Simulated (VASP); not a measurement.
# Sn (I4_1/amd) in VASP: notebook

The runs below take Sn through single point, with PBE.

Program: VASP 6.6.1. These are calculated values, not measurements. Logs are shortened: lines on timing, memory, paths and dates and some standing lists are left out, and cuts for length are marked.

### Step 1. The cell of the first run

It takes space group I4_1/amd (No. 141, tetragonal). Conventional cell: a = 4.486 Å, b = 4.486 Å, c = 2.425 Å, α = 90.00°, β = 90.00°, γ = 90.00°. Sn (site symmetry -4m2) has 10 Sn at 2.32 to 2.89 Å within 3.1 Å.

### Step 2. Single point, PBE

INCAR

```
SYSTEM = Sn
PREC = Accurate ; ENCUT = 520
EDIFF = 1E-6 ; ISMEAR = -1
SIGMA = 0.05 ; LREAL = .FALSE.
LASPH = .TRUE. ; NELM = 100
ALGO = Normal ; ISIF = 2
LWAVE = .FALSE. ; LCHARG = .FALSE.
GGA = PE ; NBANDS = 21
```

KPOINTS

```
Automatic mesh
0
G
  13 13 13
  0 0 0
```

POSCAR

```
Sn
1.0
   -2.2431720579      2.2431720579      1.2127430682
    2.2431720579     -2.2431720579      1.2127430682
    2.2431720579      2.2431720579     -1.2127430682
Sn
2
Direct
   -0.3750000000     -0.1250000000     -0.2500000000
    0.3750000000      0.1250000000      0.2500000000
```

Potentials or basis: VASP PAW PBE potentials, release 64 (Sn_d).

Launch:

```sh
$ cat potpaw_PBE.64/Sn_d/POTCAR > POTCAR
$ mpirun -np 1 vasp_std > vasp.out
```

OUTCAR:

```text
SYSTEM = Sn
   PREC = Accurate
   ENCUT = 520
   EDIFF = 1E-6
   ISMEAR = -1
   LREAL = .FALSE.
   LASPH = .TRUE.
   NELM = 100
   ISIF = 2
   GGA = PE

 ion  position               nearest neighbor table
   1  0.625  0.875  0.750-   2 2.32   2 2.32   2 2.32   2 2.32   2 2.89   2 2.89   2 2.89   2 2.89

   2  0.375  0.125  0.250-   1 2.32   1 2.32   1 2.32   1 2.32   1 2.89   1 2.89   1 2.89   1 2.89

  LATTYP: Found a body centered tetragonal cell.
 ALAT       =     4.4863441158
 C/A-ratio  =     0.5406375601

  Lattice vectors:

 A1 = (  -2.2431720579,   2.2431720579,   1.2127430682)
 A2 = (   2.2431720579,  -2.2431720579,   1.2127430682)
 A3 = (   2.2431720579,   2.2431720579,  -1.2127430682)

Analysis of symmetry for initial positions (statically):
=====================================================================
 Subroutine PRICEL returns:
 Original cell was already a primitive cell.

 Routine SETGRP: Setting up the symmetry group for a
 body centered tetragonal supercell.

 Subroutine GETGRP returns: Found 16 space group operations
 (whereof  4 operations were pure point group operations)
 out of a pool of 16 trial point group operations.

The static configuration has the point symmetry C_2h.
 The point group associated with its full space group is D_4h.

Analysis of symmetry for dynamics (positions and initial velocities):
=====================================================================
 Subroutine PRICEL returns:
 Original cell was already a primitive cell.

 Routine SETGRP: Setting up the symmetry group for a
 body centered tetragonal supercell.

 Subroutine GETGRP returns: Found 16 space group operations
 (whereof  4 operations were pure point group operations)
 out of a pool of 16 trial point group operations.

The dynamic configuration has the point symmetry C_2h.
 The point group associated with its full space group is D_4h.

 Subroutine INISYM returns: Found 16 space group operations
 (whereof  4 operations are pure point group operations),
 and found     1 'primitive' translations

----------------------------------------------------------------------------------------

                                     Primitive cell

[... 82 lines left out ...]
   ISTART =      0    job   : 0-new  1-cont  2-samecut
   ICHARG =      2    charge: 1-file 2-atom 10-const
   ISPIN  =      1    spin polarized calculation?
   LNONCOLLINEAR =      F non collinear calculations
   LSORBIT =      F    spin-orbit coupling
   LASPH  =      T    aspherical Exc in radial PAW
   ENCUT  =  520.0 eV  38.22 Ry    6.18 a.u.   6.31  6.31  6.31*2*pi/ulx,y,z
   NELM   =    100;   NELMIN=  2; NELMDL= -5     # of ELM steps
   EDIFF  = 0.1E-05   stopping-criterion for ELM
   LREAL  =      F    real-space projection
   EDIFFG = 0.1E-04   stopping-criterion for IOM
   NSW    =      0    number of steps for IOM
   IBRION =     -1    ionic relax: 0-MD 1-quasi-New 2-CG
   NFREE  =      0    steps in history (QN), initial steepest desc. (CG)
   ISIF   =      2    stress and relaxation
   ISYM   =      2    0-nonsym 1-usesym 2-fastsym
   POTIM  = 0.5000    time-step for ionic-motion
   TEBEG  =    0.0;   TEEND  =   0.0 temperature during run
   PSTRESS=    0.0 pullay stress
   NELECT =      28.0000    total number of electrons
   NUPDOWN=      -1.0000    fix difference up-down
   EMIN   =  10.00;   EMAX   =-10.00  energy-range for DOS
   EFERMI =   0.00;   METHOD = LEGACY
   ISMEAR =    -1;   SIGMA  =   0.05  broadening in eV -4-tet -1-fermi 0-gaus
   EFERMI_NEDOS =   21; number of points for ismear=-14 and -15
   IALGO  =     38    algorithm
   IMIX   =      4    mixing-type and parameters
     AMIX     =   0.40;   BMIX     =  1.00
     AMIX_MAG =   1.60;   BMIX_MAG =  1.00
  volume/ion in A,a.u.               =      12.20        82.36
  Fermi-wavevector in a.u.,A,eV,Ry     =   1.713732  3.238484 39.958633  2.936877
  Thomas-Fermi vector in A             =   2.791421
   LORBIT       =      0    0 simple, 1 ext, 2 COOP (PROOUT), +10 PAW based schemes
   GGA     = PE    functional components
   LHFCALC =     F    Hartree Fock is set to
   AEXX    =    0.0000 exact exchange contribution
   IVDW    =     0    specifies the selected vdW correction
   LEPSILON=     F    determine dielectric tensor
   LRPA    =     F    only Hartree local field effects (RPA)
 non-spin polarized calculation
  energy-cutoff  :      520.00
  volume of cell :       24.41
 maximum number of plane-waves:       681
 NGX is ok and might be reduce to    28
   NGX = 13   NGY = 13   NGZ = 13

 number of electron      28.0000010 magnetization

 Free energy of the ion-electron system (eV)
  ---------------------------------------------------
  ext. energy  EPLUGINS =         0.00000000
  ---------------------------------------------------
  free energy    TOTEN  =         6.31836010 eV

  energy without entropy =        6.32169737  energy(sigma->0) =        6.32002874

 E-fermi :  23.6261     XC(G=0): -14.7116

 val. band max:       23.5823794962   @ k =  -0.4615   0.2308  -0.0000
 cond. band min:      23.6345909495   @ k =   0.4615   0.3846   0.0769
 fundamental gap:      0.0522114534
 Fermi energy:        23.6260720974

 k-point     1 :       0.0000    0.0000    0.0000
  band No.  band energies     occupation
      1      -2.6359      2.00000
      2      -2.2390      2.00000
      3      -1.9877      2.00000
      4      -1.8906      2.00000
      5      -0.3226      2.00000
      6      -0.3226      2.00000
[... 565 lines left out ...]
     20      35.1054      0.00000
     21      36.2370      0.00000

 [... further k-points ...]

------------------------ aborting loop because EDIFF is reached ----------------------------------------

  FORCE on cell =-STRESS in cart. coord.  units (eV):
  Direction    XX          YY          ZZ          XY          YZ          ZX
  --------------------------------------------------------------------------------------
  -------------------------------------------------------------------------------------
  Total       47.1078295     47.1078295     47.1446119      0.0000000      0.0000000      0.0000000
  in kB     3092.0728096   3092.0728096   3094.4871369      0.0000000      0.0000000      0.0000000
  external PRESSURE =    3092.8775854 kB  Pullay stress =       0.0000000 kB

 VOLUME and BASIS-vectors are now :
 -----------------------------------------------------------------------------
  energy-cutoff  :      520.00
  volume of cell :       24.41
      direct lattice vectors                 reciprocal lattice vectors
    -2.243172058  2.243172058  1.212743068     0.000000000  0.222898640  0.412288483
     2.243172058 -2.243172058  1.212743068     0.222898640  0.000000000  0.412288483
     2.243172058  2.243172058 -1.212743068     0.222898640  0.222898640  0.000000000

 POSITION                                       TOTAL-FORCE (eV/Angst)
 -----------------------------------------------------------------------------------
      2.24317      1.12159      0.90956         0.000000     -0.000000      0.000000
      0.00000      1.12159      0.30319        -0.000000      0.000000     -0.000000
 -----------------------------------------------------------------------------------
    total drift:                                0.000000      0.000000     -0.000000

  FREE ENERGIE OF THE ION-ELECTRON SYSTEM (eV)
  ---------------------------------------------------
  free  energy   TOTEN  =         6.3183600977 eV

  energy  without entropy=        6.3216973736  energy(sigma->0) =        6.32002874
```

stdout:

```text
POSCAR found type information on POSCAR Sn
 POSCAR found :  1 types and       2 ions
 scaLAPACK will be used
 LDA part: xc-table for (Slater+PW92), standard interpolation
 POSCAR, INCAR and KPOINTS ok, starting setup
 FFT: planning ... GRIDC
 FFT: planning ... GRID_SOFT
 FFT: planning ... GRID
 WAVECAR not read
 entering main loop
```

It took 53 s on 1 thread of Intel Xeon 6975P-C (Granite Rapids), shared host; peak memory 0.21 GiB.

Results:

```
Free energy            : 6.3184 eV
Pressure               : 309.3 GPa
Band gap on the k mesh : zero (bands 14 and 15 overlap by 10.25 eV)
```

Caveat: the cell stands under pressure; spin-orbit coupling is left out, which moves the levels of the heavy elements.

### Step 3. Single point, PBE (12.20 Å³/atom)

INCAR

```
  PREC = Accurate
  ENCUT = 520
  EDIFF = 1E-7
  ISMEAR = -1
  SIGMA = 0.05
  LREAL = F
  LASPH = T
  NELM = 80
  ALGO = Normal
  ISIF = 2
  LWAVE = F
  LCHARG = F
  GGA = PE
  NBANDS = 21
```

KPOINTS

```
regular mesh
0
Gamma
  13 13 13
```

POSCAR is that of step 2.

Potentials or basis: VASP PAW PBE potentials, release 64 (Sn_d).

Launch:

```sh
$ cat potpaw_PBE.64/Sn_d/POTCAR > POTCAR
$ mpirun -np 1 vasp_std > vasp.out
```

OUTCAR:

```text
PREC = Accurate
   ENCUT = 520
   EDIFF = 1E-7
   ISMEAR = -1
   LREAL = F
   LASPH = T
   NELM = 80
   ISIF = 2
   GGA = PE

 ion  position               nearest neighbor table
   1  0.625  0.875  0.750-   2 2.32   2 2.32   2 2.32   2 2.32   2 2.89   2 2.89   2 2.89   2 2.89

   2  0.375  0.125  0.250-   1 2.32   1 2.32   1 2.32   1 2.32   1 2.89   1 2.89   1 2.89   1 2.89

  LATTYP: Found a body centered tetragonal cell.
 ALAT       =     4.4863441158
 C/A-ratio  =     0.5406375601

  Lattice vectors:

 A1 = (  -2.2431720579,   2.2431720579,   1.2127430682)
 A2 = (   2.2431720579,  -2.2431720579,   1.2127430682)
 A3 = (   2.2431720579,   2.2431720579,  -1.2127430682)

Analysis of symmetry for initial positions (statically):
=====================================================================
 Subroutine PRICEL returns:
 Original cell was already a primitive cell.

 Routine SETGRP: Setting up the symmetry group for a
 body centered tetragonal supercell.

 Subroutine GETGRP returns: Found 16 space group operations
 (whereof  4 operations were pure point group operations)
 out of a pool of 16 trial point group operations.

The static configuration has the point symmetry C_2h.
 The point group associated with its full space group is D_4h.

Analysis of symmetry for dynamics (positions and initial velocities):
=====================================================================
 Subroutine PRICEL returns:
 Original cell was already a primitive cell.

 Routine SETGRP: Setting up the symmetry group for a
 body centered tetragonal supercell.

 Subroutine GETGRP returns: Found 16 space group operations
 (whereof  4 operations were pure point group operations)
 out of a pool of 16 trial point group operations.

The dynamic configuration has the point symmetry C_2h.
[... 112 lines left out ...]
   NUPDOWN=      -1.0000    fix difference up-down
   EMIN   =  10.00;   EMAX   =-10.00  energy-range for DOS
   EFERMI =   0.00;   METHOD = LEGACY
   ISMEAR =    -1;   SIGMA  =   0.05  broadening in eV -4-tet -1-fermi 0-gaus
   EFERMI_NEDOS =   21; number of points for ismear=-14 and -15
   IALGO  =     38    algorithm
   IMIX   =      4    mixing-type and parameters
     AMIX     =   0.40;   BMIX     =  1.00
     AMIX_MAG =   1.60;   BMIX_MAG =  1.00
  volume/ion in A,a.u.               =      12.20        82.36
  Fermi-wavevector in a.u.,A,eV,Ry     =   1.713732  3.238484 39.958633  2.936877
  Thomas-Fermi vector in A             =   2.791421
   LORBIT       =      0    0 simple, 1 ext, 2 COOP (PROOUT), +10 PAW based schemes
   GGA     = PE    functional components
   LHFCALC =     F    Hartree Fock is set to
   AEXX    =    0.0000 exact exchange contribution
   IVDW    =     0    specifies the selected vdW correction
   LEPSILON=     F    determine dielectric tensor
   LRPA    =     F    only Hartree local field effects (RPA)
 non-spin polarized calculation
  energy-cutoff  :      520.00
  volume of cell :       24.41
 maximum number of plane-waves:       681
 NGX is ok and might be reduce to    28
   NGX = 13   NGY = 13   NGZ = 13

 number of electron      28.0000010 magnetization

 Free energy of the ion-electron system (eV)
  ---------------------------------------------------
  ext. energy  EPLUGINS =         0.00000000
  ---------------------------------------------------
  free energy    TOTEN  =         6.31836054 eV

  energy without entropy =        6.32169785  energy(sigma->0) =        6.32002920

 E-fermi :  23.6260     XC(G=0): -14.7116

 val. band max:       23.5823030000   @ k =  -0.4615   0.2308  -0.0000
 cond. band min:      23.6345070659   @ k =   0.4615   0.3846   0.0769
 fundamental gap:      0.0522040659
 Fermi energy:        23.6259895081

 k-point     1 :       0.0000    0.0000    0.0000
  band No.  band energies     occupation
      1      -2.6361      2.00000
      2      -2.2392      2.00000
      3      -1.9879      2.00000
      4      -1.8908      2.00000
      5      -0.3228      2.00000
      6      -0.3228      2.00000
[... 565 lines left out ...]
     20      35.1053      0.00000
     21      36.2369      0.00000

 [... further k-points ...]

------------------------ aborting loop because EDIFF is reached ----------------------------------------

  FORCE on cell =-STRESS in cart. coord.  units (eV):
  Direction    XX          YY          ZZ          XY          YZ          ZX
  --------------------------------------------------------------------------------------
  -------------------------------------------------------------------------------------
  Total       47.1228836     47.1228836     47.1598253      0.0000000      0.0000000      0.0000000
  in kB     3093.0609349   3093.0609349   3095.4857183      0.0000000      0.0000000      0.0000000
  external PRESSURE =    3093.8691960 kB  Pullay stress =       0.0000000 kB

 VOLUME and BASIS-vectors are now :
 -----------------------------------------------------------------------------
  energy-cutoff  :      520.00
  volume of cell :       24.41
      direct lattice vectors                 reciprocal lattice vectors
    -2.243172058  2.243172058  1.212743068     0.000000000  0.222898640  0.412288483
     2.243172058 -2.243172058  1.212743068     0.222898640  0.000000000  0.412288483
     2.243172058  2.243172058 -1.212743068     0.222898640  0.222898640  0.000000000

 POSITION                                       TOTAL-FORCE (eV/Angst)
 -----------------------------------------------------------------------------------
      2.24317      1.12159      0.90956        -0.000000      0.000000     -0.000000
      0.00000      1.12159      0.30319         0.000000     -0.000000      0.000000
 -----------------------------------------------------------------------------------
    total drift:                                0.000000      0.000000     -0.000000

  FREE ENERGIE OF THE ION-ELECTRON SYSTEM (eV)
  ---------------------------------------------------
  free  energy   TOTEN  =         6.3183605440 eV

  energy  without entropy=        6.3216978499  energy(sigma->0) =        6.32002920
```

OSZICAR:

```text
N       E                     dE             d eps       ncg     rms          rms(c)
DAV:   1     0.217320415358E+03    0.21732E+03   -0.13860E+04  9322   0.268E+03
DAV:   2     0.232746370355E+02   -0.19405E+03   -0.18823E+03  8302   0.470E+02
DAV:   3     0.597049352694E+01   -0.17304E+02   -0.17144E+02  9249   0.127E+02
DAV:   4     0.560529901555E+01   -0.36519E+00   -0.36482E+00  9578   0.191E+01
DAV:   5     0.559535658468E+01   -0.99424E-02   -0.99417E-02 10254   0.300E+00    0.964E+00
DAV:   6     0.604832347661E+01    0.45297E+00   -0.61003E-02 12086   0.500E+00    0.549E+00
DAV:   7     0.631598731818E+01    0.26766E+00   -0.87050E-02 11899   0.507E+00    0.162E-01
DAV:   8     0.631821195927E+01    0.22246E-02   -0.74710E-03 11941   0.118E+00    0.949E-02
DAV:   9     0.631830973735E+01    0.97778E-04   -0.27617E-04 11441   0.151E-01    0.467E-02
DAV:  10     0.631835621860E+01    0.46481E-04   -0.18286E-05 11810   0.814E-02    0.240E-03
DAV:  11     0.631835921975E+01    0.30012E-05   -0.14162E-06 12538   0.126E-02    0.348E-03
DAV:  12     0.631836004986E+01    0.83011E-06   -0.36792E-08  6277   0.344E-03    0.813E-04
DAV:  13     0.631836045593E+01    0.40607E-06   -0.17278E-08  5586   0.191E-03    0.405E-04
DAV:  14     0.631836054399E+01    0.88057E-07   -0.53841E-09  5076   0.927E-04
   1 F= 0.63183605E+01 E0= 0.63200292E+01  d E =-.333731E-02
```

Run time: 62 s. Hardware: 1 thread of Intel Xeon 6975P-C (Granite Rapids), shared host; peak memory 0.21 GiB.

Results:

```yaml
Free_energy: 6.3184 eV
Pressure: 309.4 GPa
Band_gap_on_the_k_mesh: zero (bands 14 and 15 overlap by 10.25 eV)
```

Stress tensor (GPa, compression positive):
```
309.31   0.00   0.00
  0.00 309.31   0.00
  0.00   0.00 309.55
```

Levels at points of the mesh, in eV from the Fermi level:
| k point | band 11 | band 12 | band 13 | band 14 | band 15 | band 16 | band 17 | band 18 |
| --- | --- | --- | --- | --- | --- | --- | --- | --- |
| (0.00, 0.00, 0.00) | -20.78 | -5.77 | -5.77 | -0.57 | 1.12 | 8.65 | 8.65 | 13.48 |

Caveat: the cell stands under pressure; spin-orbit coupling is left out, which moves the levels of the heavy elements.

### Step 4. Single point, PBE

This run uses another cell than the first one, of 14.19 Å³/atom.

INCAR

```
PREC = Accurate
ENCUT = 520
EDIFF = 1E-7
ISMEAR = -1
SIGMA = 0.05
LREAL = F
LASPH = T
NELM = 60
ALGO = Normal
ISIF = 2
LWAVE = F
LCHARG = F
GGA = PE
NBANDS = 21
```

KPOINTS

```
Automatic mesh
0
Gamma
  13 13 13
```

POSCAR

```
Sn
1.0
   -2.3582316266      2.3582316266      1.2759175286
    2.3582316266     -2.3582316266      1.2759175286
    2.3582316266      2.3582316266     -1.2759175286
Sn
2
Direct
   -0.3750000000     -0.1250000000     -0.2500000000
    0.3750000000      0.1250000000      0.2500000000
```

Launch:

```sh
$ cat potpaw_PBE.64/Sn_d/POTCAR > POTCAR
$ mpirun -np 1 vasp_std > vasp.out
```

Run time: 62 s. Hardware: 1 thread of Intel Xeon 6975P-C (Granite Rapids), shared host; peak memory 0.22 GiB.

The run converged. Its results:

- Free energy: 0.4487 eV
- Pressure: 177.5 GPa
- Band gap on the k mesh: zero (bands 14 and 15 overlap by 8.62 eV)

Stress tensor (GPa, compression positive):
```
177.58   0.00   0.00
  0.00 177.58   0.00
  0.00   0.00 177.38
```

Levels at points of the mesh, in eV from the Fermi level:
| k point | band 11 | band 12 | band 13 | band 14 | band 15 | band 16 | band 17 | band 18 |
| --- | --- | --- | --- | --- | --- | --- | --- | --- |
| (0.00, 0.00, 0.00) | -18.31 | -4.78 | -4.78 | -1.37 | 1.51 | 8.68 | 8.68 | 12.35 |

Caveat: the cell stands under pressure; spin-orbit coupling is left out, which moves the levels of the heavy elements.
